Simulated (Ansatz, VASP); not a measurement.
# Two plane-wave programs on Al3GaN4

The input INCAR:

```
SYSTEM = Al3GaN4
PREC     = Accurate       ! precision mode
ENCUT    = 520            ! plane-wave cutoff, eV
EDIFF    = 1E-7           ! SCF threshold, eV
ISMEAR   = 0              ! smearing method
SIGMA    = 0.05           ! smearing width, eV
LREAL    = .FALSE.        ! projectors in reciprocal space
LASPH    = .TRUE.         ! aspherical terms in the spheres
NELM     = 100            ! most SCF steps
ALGO     = Normal         ! electronic algorithm
ISIF     = 2              ! what is computed and relaxed
LWAVE    = .FALSE.        ! write WAVECAR
LCHARG   = .TRUE.         ! write CHGCAR
GGA      = PS             ! functional
LELF     = .TRUE.         ! ELF
LVHAR    = .TRUE.       
NBANDS   = 31             ! bands
```

Contents of KPOINTS:

```
Automatic mesh
0
G
  6 8 4
  0 0 0
```

The input POSCAR:

```
Al3GaN4
1.0
    5.0434079713      0.0000000000      0.0001149907
    0.0000000000      3.1300738974      0.0000000000
   -0.0032362569      0.0000000000      5.4179919474
Al Ga N
3 1 4
Direct
    0.4993651942      0.5000000000      0.1451953166
   -0.0110501404      0.5000000000      0.8353659407
    0.0088068007      0.0000000000      0.3356938913
    0.5026614347      0.0000000000      0.6774813300
    0.1095088480      0.0000000000      0.6745368320
    0.1211564207      0.5000000000      0.1608310986
    0.6245578446      0.5000000000      0.8259919260
    0.6204456606      0.0000000000      0.3163115766
```

Input for Ansatz:

```yaml
crystal:
  lattice:
    - [5.0434079713, 0.0, 0.0001149907]
    - [0.0, 3.1300738974, 0.0]
    - [-0.0032362569, 0.0, 5.4179919474]
  atoms:
    - { symbol: Al, position: [0.4993651942, 0.5, 0.1451953166] }
    - { symbol: Al, position: [-0.0110501404, 0.5, 0.8353659407] }
    - { symbol: Al, position: [0.0088068007, 0.0, 0.3356938913] }
    - { symbol: Ga, position: [0.5026614347, 0.0, 0.67748133] }
    - { symbol: "N", position: [0.109508848, 0.0, 0.674536832] }
    - { symbol: "N", position: [0.1211564207, 0.5, 0.1608310986] }
    - { symbol: "N", position: [0.6245578446, 0.5, 0.825991926] }
    - { symbol: "N", position: [0.6204456606, 0.0, 0.3163115766] }
basis:
  ecutwfc: 420
kpoints:
  mp_grid: { grid: [6, 8, 4] }
hamiltonian:
  xc: pbesol
scf:
  occupations: { method: gaussian, width: 0.05 }
output:
  forces: true
  stress: true
  eigenvalues: true
```

Change from the starting cell: mode 10 (414.8 1/cm) frozen in, largest displacement -0.120 Å.

Alike in both runs: task single point; functional PBEsol; k mesh 6 × 8 × 4; occupations gaussian, width 0.05 eV; no spin polarisation.

|  | VASP | Ansatz |
| --- | --- | --- |
| version | VASP 6.6.1 | Ansatz 0.2.0 |
| potentials or method | VASP PAW PBE potentials, release 64 (Al, Ga_d, N), cutoff 520 eV | scalar-relativistic, plane waves, PAW |
| valence electrons in the cell | 42 | 42 |

|  | VASP | Ansatz | Ansatz less VASP |
| --- | --- | --- | --- |
| gap on the k mesh at the Fermi level (eV) | 3.33 | 3.31 | -0.016 |
| least direct gap on the mesh (eV) | 3.33 | 3.31 | -0.016 |
| pressure (GPa) | 0.9 | 1.0 | +0.08 |
| traceless stress, the component that is largest in VASP (GPa) | 2.08 | 2.17 | +0.091 |
| rms of the force components (eV/Å) | 0.767 | 0.770 | +0.0025 |

VASP's potentials were made for PBE, not for PBEsol. Atom by atom the forces differ by 0.009 eV/Å (rms over components).
